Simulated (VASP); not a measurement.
Input of a VASP 6.6.1 run:

Contents of INCAR:

```
SYSTEM = Dy2Ti
ALGO = Normal
EDIFF = 1E-6
ENCUT = 500
GGA = PE
GGA_COMPAT = .FALSE.
ISIF = 2
ISMEAR = 0
LASPH = .TRUE.
LCHARG = .FALSE.
LMAXMIX = 6
LREAL = .FALSE.
LWAVE = .FALSE.
NBANDS = 22
NELM = 200
PREC = Accurate
SIGMA = 0.2
```

File KPOINTS:

```
k-points
0
G
  6 6 4
  0 0 0
```

The input POSCAR:

```
Dy2Ti
1.0
    3.8476013178      0.0000000000      0.0000000000
    0.0000000000      3.8476013178      0.0000000000
    0.0000000000      0.0000000000      5.9771459137
Dy Ti
2 1
Direct
    0.0000000000      0.0000000000      0.5000000000
    0.0000000000      0.0000000000      0.0000000000
    0.5000000000      0.5000000000      0.5000000000
```

Potentials or basis: VASP PAW PBE potentials, release 64 (Dy_3, Ti_sv), 4f in core.

The run is started by

```console
$ cat potpaw_PBE.64/Dy_3/POTCAR potpaw_PBE.64/Ti_sv/POTCAR > POTCAR
$ mpirun -np 1 vasp_std > vasp.out
```

Problem. Predict the pressure.

Solution. 0.5 GPa.

Problem. What does it give for the band gap on the k mesh?

Solution. Zero (bands 15 and 16 overlap by 0.89 eV).

Caveat: spin-orbit coupling is left out, which moves the levels of the heavy elements; the 4f electrons are frozen in the core, so they carry no moment and show no levels. Spin polarisation is off, so any magnetic state and its effect on volume and gap are missing.
